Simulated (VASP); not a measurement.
# PbO2 (Fm-3m) in VASP: a series of runs

The runs below take PbO2 through single point, relaxation of cell and atoms, with LDA, PBEsol+D3(BJ), PBEsol.

All numbers are computed with VASP 6.6.1; they aren't measurements. Logs are shortened: lines on timing, memory, paths and dates and some standing lists are left out, and cuts for length are marked.

## Step 1: The cell of the first run

Symmetry: Fm-3m, No. 225, cubic system. The conventional cell has a = 5.274 Å, b = 5.274 Å, c = 5.274 Å, α = 90.00°, β = 90.00°, γ = 90.00°. Within 3.0 Å of Pb (site symmetry m-3m) lie 8 O at 2.28 Å. O (site symmetry -43m) has 4 Pb at 2.28 Å and 6 O at 2.64 Å within 3.0 Å.

## Step 2: Single point, LDA

Contents of INCAR:

```
SYSTEM = PbO2
  PREC = Accurate
  ENCUT = 600
  EDIFF = 1E-6
  ISMEAR = 1
  SIGMA = 0.01
  LREAL = .False.
  LASPH = .True.
  NELM = 120
  ALGO = Normal
  ISIF = 2
  LWAVE = .False.
  LCHARG = .True.
  GGA = CA
  LELF = .True.
  LVHAR = .True.
  NBANDS = 20
  GGA_COMPAT = .False.
```

Contents of KPOINTS:

```
Automatic mesh
0
Gamma
  6 6 6
  0 0 0
```

Contents of POSCAR:

```
PbO2
1.0
    0.0000000000      2.6368807269      2.6368807269
    2.6368807269      0.0000000000      2.6368807269
    2.6368807269      2.6368807269      0.0000000000
Pb O
1 2
Direct
    0.0000000000      0.0000000000      0.0000000000
    0.2500000000      0.2500000000      0.2500000000
    0.7500000000      0.7500000000      0.7500000000
```

Potentials or basis: VASP PAW LDA potentials, release 64 (Pb_d, O).

Command:

```bash
$ cat potpaw_LDA.64/Pb_d/POTCAR potpaw_LDA.64/O/POTCAR > POTCAR
$ mpirun -np 1 vasp_std > vasp.out
```

OUTCAR:

```text
SYSTEM = PbO2
   PREC = Accurate
   ENCUT = 600
   EDIFF = 1E-6
   ISMEAR = 1
   LREAL = .False.
   LASPH = .True.
   NELM = 120
   ISIF = 2
   GGA = CA

 ion  position               nearest neighbor table
   1  0.000  0.000  0.000-   3 2.28   2 2.28   3 2.28   2 2.28   3 2.28   3 2.28   2 2.28   2 2.28

   2  0.250  0.250  0.250-   1 2.28   1 2.28   1 2.28   1 2.28
   3  0.750  0.750  0.750-   1 2.28   1 2.28   1 2.28   1 2.28

  LATTYP: Found a face centered cubic cell.
 ALAT       =     5.2737614538

  Lattice vectors:

 A1 = (   0.0000000000,   2.6368807269,   2.6368807269)
 A2 = (   2.6368807269,   0.0000000000,   2.6368807269)
 A3 = (   2.6368807269,   2.6368807269,   0.0000000000)

Analysis of symmetry for initial positions (statically):
=====================================================================
 Subroutine PRICEL returns:
 Original cell was already a primitive cell.

 Routine SETGRP: Setting up the symmetry group for a
 face centered cubic supercell.

 Subroutine GETGRP returns: Found 48 space group operations
 (whereof 48 operations were pure point group operations)
 out of a pool of 48 trial point group operations.

The static configuration has the point symmetry O_h .

Analysis of symmetry for dynamics (positions and initial velocities):
=====================================================================
 Subroutine PRICEL returns:
 Original cell was already a primitive cell.

 Routine SETGRP: Setting up the symmetry group for a
 face centered cubic supercell.

 Subroutine GETGRP returns: Found 48 space group operations
 (whereof 48 operations were pure point group operations)
 out of a pool of 48 trial point group operations.

The dynamic configuration has the point symmetry O_h .

 Subroutine INISYM returns: Found 48 space group operations
 (whereof 48 operations are pure point group operations),
 and found     1 'primitive' translations

----------------------------------------------------------------------------------------

                                     Primitive cell

  volume of cell :      36.6692

  direct lattice vectors                    reciprocal lattice vectors
     0.000000000  2.636880727  2.636880727    -0.189617981  0.189617981  0.189617981
     2.636880727  0.000000000  2.636880727     0.189617981 -0.189617981  0.189617981
     2.636880727  2.636880727  0.000000000     0.189617981  0.189617981 -0.189617981

  length of vectors
     3.729112486  3.729112486  3.729112486     0.328427977  0.328427977  0.328427977

  position of ions in fractional coordinates (direct lattice)
     0.000000000  0.000000000  0.000000000
     0.250000000  0.250000000  0.250000000
     0.750000000  0.750000000  0.750000000

  ion indices of the primitive-cell ions
   primitive index   ion index
                 1           1
                 2           2
                 3           3

----------------------------------------------------------------------------------------

 KPOINTS: Automatic mesh

Automatic generation of k-mesh.
 Grid dimensions read from file:
 generate k-points for:    6    6    6

 Generating k-lattice:

  Cartesian coordinates                     Fractional coordinates (reciprocal lattice)
    -0.031602997  0.031602997  0.031602997     0.166666667  0.000000000  0.000000000
     0.031602997 -0.031602997  0.031602997     0.000000000  0.166666667  0.000000000
     0.031602997  0.031602997 -0.031602997     0.000000000  0.000000000  0.166666667

  Length of vectors
     0.054737996  0.054737996  0.054737996

  Shift w.r.t. Gamma in fractional coordinates (k-lattice)
     0.000000000  0.000000000  0.000000000

 Subroutine IBZKPT returns following result:
 ===========================================

 Found     16 irreducible k-points:

 Following reciprocal coordinates:
            Coordinates               Weight
  0.000000  0.000000  0.000000      1.000000
  0.166667  0.000000  0.000000      8.000000
  0.333333  0.000000  0.000000      8.000000
  0.500000  0.000000  0.000000      4.000000
  0.166667  0.166667  0.000000      6.000000
  0.333333  0.166667  0.000000     24.000000
[... 8 lines left out ...]
 -0.333333  0.333333  0.166667     24.000000
 -0.333333  0.500000  0.166667     12.000000
   k-points           NKPTS =     16   k-points in BZ     NKDIM =     16   number of bands    NBANDS=     20
   number of dos      NEDOS =    301   number of ions     NIONS =      3
   total plane-waves  NPLWV =  27000
   dimension x,y,z NGX =    30 NGY =   30 NGZ =   30
   dimension x,y,z NGXF=    60 NGYF=   60 NGZF=   60
   ions per type =               1   2
   NGX,Y,Z   is equivalent  to a cutoff of  13.37, 13.37, 13.37 a.u.
   NGXF,Y,Z  is equivalent  to a cutoff of  26.75, 26.75, 26.75 a.u.
 SYSTEM =  PbO2
   PREC   = accura    normal or accurate (medium, high low for compatibility)
   ISTART =      0    job   : 0-new  1-cont  2-samecut
   ICHARG =      2    charge: 1-file 2-atom 10-const
[... 42 lines left out ...]
 NGX is ok and might be reduce to    30
   NGX = 15   NGY = 15   NGZ = 15

 number of electron      26.0000008 magnetization

 Free energy of the ion-electron system (eV)
  ---------------------------------------------------
  ext. energy  EPLUGINS =         0.00000000
  ---------------------------------------------------
  free energy    TOTEN  =       -18.14741300 eV

  energy without entropy =      -18.14738017  energy(sigma->0) =      -18.14740206

 E-fermi :   6.3295     XC(G=0): -12.0655

 val. band max:        6.3235296092   @ k =  -0.3333   0.5000   0.1667
 cond. band min:       6.9238590876   @ k =   0.1667   0.1667   0.0000
 fundamental gap:      0.6003294784
 Fermi energy:         6.3294556176

 k-point     1 :       0.0000    0.0000    0.0000
  band No.  band energies     occupation
      1     -12.5932      2.00000
      2      -9.4360      2.00000
      3      -9.4360      2.00000
      4      -9.4360      2.00000
      5      -9.1231      2.00000
      6      -9.0914      2.00000
[... 12 lines left out ...]
     19      22.0773      0.00000
     20      22.0773      0.00000

 k-point     2 :       0.1667    0.0000    0.0000
  band No.  band energies     occupation
      1     -12.3407      2.00000
      2     -10.2774      2.00000
      3      -9.3953      2.00000
      4      -9.3953      2.00000
      5      -9.0929      2.00000
      6      -9.0929      2.00000
[... 12 lines left out ...]
     19      21.8885      0.00000
     20      21.8885      0.00000

 k-point     3 :       0.3333    0.0000    0.0000
  band No.  band energies     occupation
      1     -11.8926      2.00000
      2     -10.7132      2.00000
      3      -9.3418      2.00000
      4      -9.3418      2.00000
      5      -9.0642      2.00000
      6      -9.0642      2.00000
[... 12 lines left out ...]
     19      21.6669      0.00000
     20      21.6669      0.00000

 k-point     4 :       0.5000    0.0000    0.0000
  band No.  band energies     occupation
      1     -11.8264      2.00000
      2     -10.5485      2.00000
      3      -9.3324      2.00000
      4      -9.3324      2.00000
      5      -9.0304      2.00000
      6      -9.0304      2.00000
[... 12 lines left out ...]
     19      21.5531      0.00000
     20      21.5531      0.00000

 k-point     5 :       0.1667    0.1667    0.0000
  band No.  band energies     occupation
      1     -12.2449      2.00000
      2     -10.4751      2.00000
      3      -9.3564      2.00000
      4      -9.3564      2.00000
      5      -9.1280      2.00000
      6      -9.0700      2.00000
[... 12 lines left out ...]
     19      21.9830      0.00000
     20      22.1272      0.00000
[... 169 lines left out ...]
      6      -9.0054      2.00000
[... 12 lines left out ...]
     19      22.3614      0.00000
     20      23.6494      0.00000

 k-point    14 :       0.5000    0.3333    0.1667
  band No.  band energies     occupation
      1     -11.4340      2.00000
      2     -11.2689      2.00000
      3      -9.1985      2.00000
      4      -9.1937      2.00000
      5      -9.0779      2.00000
      6      -8.7857      2.00000
[... 12 lines left out ...]
     19      22.1356      0.00000
     20      24.0875      0.00000

 k-point    15 :      -0.3333    0.3333    0.1667
  band No.  band energies     occupation
      1     -11.4656      2.00000
      2     -11.1936      2.00000
      3      -9.1870      2.00000
      4      -9.1645      2.00000
      5      -9.0603      2.00000
      6      -8.2444      2.00000
[... 12 lines left out ...]
     19      22.1848      0.00000
     20      24.0994      0.00000

 k-point    16 :      -0.3333    0.5000    0.1667
  band No.  band energies     occupation
      1     -11.4816      2.00000
      2     -11.1406      2.00000
      3      -9.2248      2.00000
      4      -9.0912      2.00000
      5      -9.0476      2.00000
      6      -8.5126      2.00000
[... 12 lines left out ...]
     19      23.0173      0.00000
     20      23.1651      0.00000

------------------------ aborting loop because EDIFF is reached ----------------------------------------

  FORCE on cell =-STRESS in cart. coord.  units (eV):
  Direction    XX          YY          ZZ          XY          YZ          ZX
  --------------------------------------------------------------------------------------
  -------------------------------------------------------------------------------------
  Total        0.0704584      0.0704584      0.0704584     -0.0000000      0.0000000     -0.0000000
  in kB        3.0785175      3.0785175      3.0785175     -0.0000000      0.0000000     -0.0000000
  external PRESSURE =       3.0785175 kB  Pullay stress =       0.0000000 kB

 VOLUME and BASIS-vectors are now :
 -----------------------------------------------------------------------------
  energy-cutoff  :      600.00
  volume of cell :       36.67
      direct lattice vectors                 reciprocal lattice vectors
     0.000000000  2.636880727  2.636880727    -0.189617981  0.189617981  0.189617981
     2.636880727  0.000000000  2.636880727     0.189617981 -0.189617981  0.189617981
     2.636880727  2.636880727  0.000000000     0.189617981  0.189617981 -0.189617981

 POSITION                                       TOTAL-FORCE (eV/Angst)
 -----------------------------------------------------------------------------------
      0.00000      0.00000      0.00000         0.000000     -0.000000      0.000000
      1.31844      1.31844      1.31844         0.000000      0.000000      0.000000
      3.95532      3.95532      3.95532        -0.000000     -0.000000     -0.000000
 -----------------------------------------------------------------------------------
    total drift:                                0.000000     -0.000000      0.000000

  FREE ENERGIE OF THE ION-ELECTRON SYSTEM (eV)
  ---------------------------------------------------
  free  energy   TOTEN  =       -18.1474130026 eV

  energy  without entropy=      -18.1473801694  energy(sigma->0) =      -18.14740206
```

Run time: 7.1 s. Hardware: 1 thread of Intel Xeon 6975P-C (Granite Rapids), shared host; peak memory 0.15 GiB.

Results:

```yaml
Free_energy: -18.1474 eV
Pressure: 0.3 GPa
Band_gap_on_the_k_mesh: zero (bands 13 and 14 overlap by 1.37 eV)
```

Levels at points of the mesh, in eV from the Fermi level:
```tsv
k point	band 9	band 10	band 11	band 12	band 13	band 14	band 15	band 16	band 17	band 18
(0.00, 0.00, 0.00)	-2.11	-2.11	-2.11	-1.38	-1.38	-1.38	6.94	6.94	6.94	11.71
(0.50, 0.00, 0.00)	-3.67	-3.12	-3.12	-1.53	-1.53	3.00	7.18	9.86	9.86	14.69
(0.50, 0.50, 0.00)	-5.01	-5.01	-0.32	-0.15	-0.15	1.90	6.54	9.24	11.34	11.34
```

Caveat: spin-orbit coupling is left out, which moves the levels of the heavy elements.

## Step 3: Relaxation of cell and atoms, PBEsol+D3(BJ)

This run uses another cell than the first one, of 11.32 Å³/atom.

Contents of INCAR:

```
PREC = Accurate
ENCUT = 600
EDIFF = 1E-7
ISMEAR = 1
SIGMA = 0.01
LREAL = False
LASPH = True
NELM = 120
ALGO = Normal
ISIF = 3
LWAVE = False
LCHARG = False
GGA = PS
IVDW = 12
IBRION = 2
NSW = 80
EDIFFG = -0.01
GGA_COMPAT = False
NELMIN = 4
```

Contents of KPOINTS:

```
Automatic mesh
0
Gamma
  6 6 6
```

Contents of POSCAR:

```
PbO2
1.0
    0.0000000000      2.5700000000      2.5700000000
    2.5700000000      0.0000000000      2.5700000000
    2.5700000000      2.5700000000      0.0000000000
Pb O
1 2
Direct
    0.0000000000      0.0000000000      0.0000000000
    0.2500000000      0.2500000000      0.2500000000
    0.7500000000      0.7500000000      0.7500000000
```

Potentials or basis: VASP PAW PBE potentials, release 64 (Pb_d, O).

Command:

```bash
$ cat potpaw_PBE.64/Pb_d/POTCAR potpaw_PBE.64/O/POTCAR > POTCAR
$ mpirun -np 1 vasp_std > vasp.out
```

It took 21 s on 1 thread of Intel Xeon 6975P-C (Granite Rapids), shared host; peak memory 0.19 GiB.

Results (log left out):

| Property | Result |
| --- | --- |
| Free energy | -17.4504 eV |
| Relaxed volume | 12.38 Å³/atom |
| Relaxed cell | a = 3.745 Å, b = 3.745 Å, c = 3.745 Å, α = 60.00°, β = 60.00°, γ = 60.00° |
| Space group after relaxing (to 0.1 Å) | Fm-3m (No. 225) |
| Energy gained by relaxing | 56.0 meV/atom |
| Ionic steps | 4 |
| Pressure after relaxing | 0.1 GPa |
| Band gap on the k mesh | zero (bands 13 and 14 overlap by 1.34 eV) |
| Dispersion energy per atom | -0.222 eV |

Step by step:
| step | energy change (eV) | largest force (eV/Å) | pressure (GPa) | volume (Å³) |
| --- | --- | --- | --- | --- |
| 1 | 0.0000 | 0.0000 | 18.43 | 33.95 |
| 2 | -0.0198 | 0.0000 | -12.01 | 40.76 |
| 3 | -0.1681 | 0.0000 | -0.20 | 37.19 |
| 4 | -0.1681 | 0.0000 | 0.09 | 37.13 |

Final structure:
```
Pb O
1.0
     0.00000    2.64783    2.64783
     2.64783    0.00000    2.64783
     2.64783    2.64783    0.00000
Pb O
1 2
Direct
  0.00000 0.00000 0.00000
  0.25000 0.25000 0.25000
  0.75000 0.75000 0.75000
```

Levels at points of the mesh, in eV from the Fermi level:
| k point | band 10 | band 11 | band 12 | band 13 | band 14 | band 15 | band 16 | band 17 |
| --- | --- | --- | --- | --- | --- | --- | --- | --- |
| (0.00, 0.00, 0.00) | -2.09 | -2.09 | -1.35 | -1.35 | -1.35 | 7.00 | 7.00 | 7.00 |
| (0.50, 0.00, 0.00) | -3.06 | -3.06 | -1.52 | -1.52 | 2.93 | 7.22 | 9.85 | 9.85 |
| (0.50, 0.50, 0.00) | -4.91 | -0.30 | -0.15 | -0.15 | 1.87 | 6.46 | 9.34 | 11.31 |

Caveat: the PAW data sets were made with another functional, which shifts forces and pressure a little; spin-orbit coupling is left out, which moves the levels of the heavy elements. Zero-point motion and thermal expansion aren't in these numbers.

## Step 4: Relaxation of cell and atoms, PBEsol

This run uses another cell than the first one, of 11.32 Å³/atom.

Contents of INCAR:

```
SYSTEM = PbO2
ALGO = Normal
EDIFF = 1E-7
EDIFFG = -0.01
ENCUT = 600
GGA = PS
GGA_COMPAT = .False.
IBRION = 2
ISIF = 3
ISMEAR = 1
LASPH = .True.
LCHARG = .False.
LREAL = .False.
LWAVE = .False.
NELM = 120
NELMIN = 4
NSW = 80
PREC = Accurate
SIGMA = 0.01
```

Contents of KPOINTS:

```
k-points
0
Gamma
  6 6 6
  0 0 0
```

POSCAR is that of step 3.

Command:

```bash
$ cat potpaw_PBE.64/Pb_d/POTCAR potpaw_PBE.64/O/POTCAR > POTCAR
$ mpirun -np 1 vasp_std > vasp.out
```

Wall time 21 s (1 thread of Intel Xeon 6975P-C (Granite Rapids), shared host); peak memory 0.18 GiB.

It converged, with:

```yaml
Free_energy: -16.7896 eV
Relaxed_volume: 12.60 Å³/atom
Relaxed_cell: a = 3.767 Å, b = 3.767 Å, c = 3.767 Å, α = 60.00°, β = 60.00°, γ = 60.00°
Space_group_after_relaxing_to_0.1_Å: Fm-3m (No. 225)
Energy_gained_by_relaxing: 79.6 meV/atom
Ionic_steps: 4
Pressure_after_relaxing: 0.1 GPa
Band_gap_on_the_k_mesh: zero (bands 13 and 14 overlap by 1.30 eV)
```

Step by step:
```tsv
step	energy change (eV)	largest force (eV/Å)	pressure (GPa)	volume (Å³)
1	0.0000	0.0000	21.97	33.95
2	-0.0469	0.0000	-12.78	42.16
3	-0.2388	0.0000	-0.25	37.89
4	-0.2389	0.0000	0.08	37.81
```

Final structure:
```cif
data_structure
_symmetry_space_group_name_H-M 'P 1'
_symmetry_Int_Tables_number 1
_cell_length_a 3.7675
_cell_length_b 3.7675
_cell_length_c 3.7675
_cell_angle_alpha 60.000
_cell_angle_beta 60.000
_cell_angle_gamma 60.000
_cell_volume 37.81
loop_
_atom_site_label
_atom_site_type_symbol
_atom_site_fract_x
_atom_site_fract_y
_atom_site_fract_z
_atom_site_occupancy
Pb1 Pb 0.00000 0.00000 0.00000 1
O1 O 0.25000 0.25000 0.25000 1
O2 O 0.75000 0.75000 0.75000 1
```

Levels at points of the mesh, in eV from the Fermi level:
| k point | band 10 | band 11 | band 12 | band 13 | band 14 | band 15 | band 16 | band 17 |
| --- | --- | --- | --- | --- | --- | --- | --- | --- |
| (0.00, 0.00, 0.00) | -2.06 | -2.06 | -1.30 | -1.30 | -1.30 | 6.95 | 6.95 | 6.95 |
| (0.50, 0.00, 0.00) | -2.98 | -2.98 | -1.49 | -1.49 | 2.81 | 7.16 | 9.71 | 9.71 |
| (0.50, 0.50, 0.00) | -4.79 | -0.28 | -0.14 | -0.14 | 1.79 | 6.34 | 9.30 | 11.13 |

Caveat: the PAW data sets were made with another functional, which shifts forces and pressure a little; spin-orbit coupling is left out, which moves the levels of the heavy elements.

## Step 5: Relaxation of cell and atoms, LDA

This run uses another cell than the first one, of 11.32 Å³/atom.

Contents of INCAR:

```
PREC = Accurate
ENCUT = 600
EDIFF = 1E-7
ISMEAR = 1
SIGMA = 0.01
LREAL = F
LASPH = T
NELM = 120
ALGO = Normal
ISIF = 3
LWAVE = F
LCHARG = F
IBRION = 2
NSW = 80
EDIFFG = -0.01
GGA_COMPAT = F
NELMIN = 4
```

Contents of KPOINTS:

```
Automatic mesh
0
Gamma
  6 6 6
```

POSCAR is that of step 4.

Potentials or basis: VASP PAW LDA potentials, release 64 (Pb_d, O).

Command:

```bash
$ cat potpaw_LDA.64/Pb_d/POTCAR potpaw_LDA.64/O/POTCAR > POTCAR
$ mpirun -np 1 vasp_std > vasp.out
```

It took 17 s on 1 thread of Intel Xeon 6975P-C (Granite Rapids), shared host; peak memory 0.16 GiB.

Results (log left out):

```
Free energy                           : -18.1414 eV
Relaxed volume                        : 12.25 Å³/atom
Relaxed cell                          : a = 3.731 Å, b = 3.731 Å, c = 3.731 Å, α = 60.00°, β = 60.00°, γ = 60.00°
Space group after relaxing (to 0.1 Å) : Fm-3m (No. 225)
Energy gained by relaxing             : 44.5 meV/atom
Ionic steps                           : 4
Pressure after relaxing               : 0.1 GPa
Band gap on the k mesh                : zero (bands 13 and 14 overlap by 1.37 eV)
```

The path:
```
step  energy change (eV)  largest force (eV/Å)  pressure (GPa)  volume (Å³)
   1              0.0000                0.0000           16.52        33.95
   2             -0.0036                0.0000          -11.75        40.01
   3             -0.1336                0.0000           -0.20        36.79
   4             -0.1336                0.0000            0.07        36.74
```

Final structure:
```yaml
crystal:
  lattice:
    - [0.00000, 2.63848, 2.63848]
    - [2.63848, 0.00000, 2.63848]
    - [2.63848, 2.63848, 0.00000]
  atoms:
    - { symbol: Pb, position: [0.00000, 0.00000, 0.00000] }
    - { symbol: O, position: [0.25000, 0.25000, 0.25000] }
    - { symbol: O, position: [0.75000, 0.75000, 0.75000] }
```

Levels at points of the mesh, in eV from the Fermi level:
```csv
k point,band 10,band 11,band 12,band 13,band 14,band 15,band 16,band 17
"(0.00, 0.00, 0.00)",-2.10,-2.10,-1.38,-1.38,-1.38,6.93,6.93,6.93
"(0.50, 0.00, 0.00)",-3.12,-3.12,-1.53,-1.53,2.99,7.18,9.85,9.85
"(0.50, 0.50, 0.00)",-5.00,-0.32,-0.15,-0.15,1.89,6.52,9.23,11.32
```

Caveat: spin-orbit coupling is left out, which moves the levels of the heavy elements.

## Step 6: The runs side by side

```tsv
task	level	potentials or basis	cell	gap on the mesh (eV)	pressure (GPa)	relaxed volume (Å³/atom)
single point	LDA	VASP PAW LDA potentials, release 64 (Pb_d, O)	a = 3.729 Å, angles 60.0°, 3 atoms	none	0.3	-
relaxation of cell and atoms	PBEsol+D3(BJ)	VASP PAW PBE potentials, release 64 (Pb_d, O)	relaxed from a = 3.635 Å, angles 60.0°, 3 atoms	none	0.1	12.38
relaxation of cell and atoms	PBEsol	VASP PAW PBE potentials, release 64 (Pb_d, O)	relaxed from a = 3.635 Å, angles 60.0°, 3 atoms	none	0.1	12.60
relaxation of cell and atoms	LDA	VASP PAW LDA potentials, release 64 (Pb_d, O)	relaxed from a = 3.635 Å, angles 60.0°, 3 atoms	none	0.1	12.25
```

Alike in all rows: no spin polarisation; k mesh 6 × 6 × 6; cutoff (eV) 600; smearing methfessel-paxton 0.01 eV.

Caveats: spin-orbit coupling is left out, which moves the levels of the heavy elements; the PAW data sets were made with another functional, which shifts forces and pressure a little (at least some runs).

Total energies depend on the potentials used, so only differences within one code and one set of settings carry meaning.
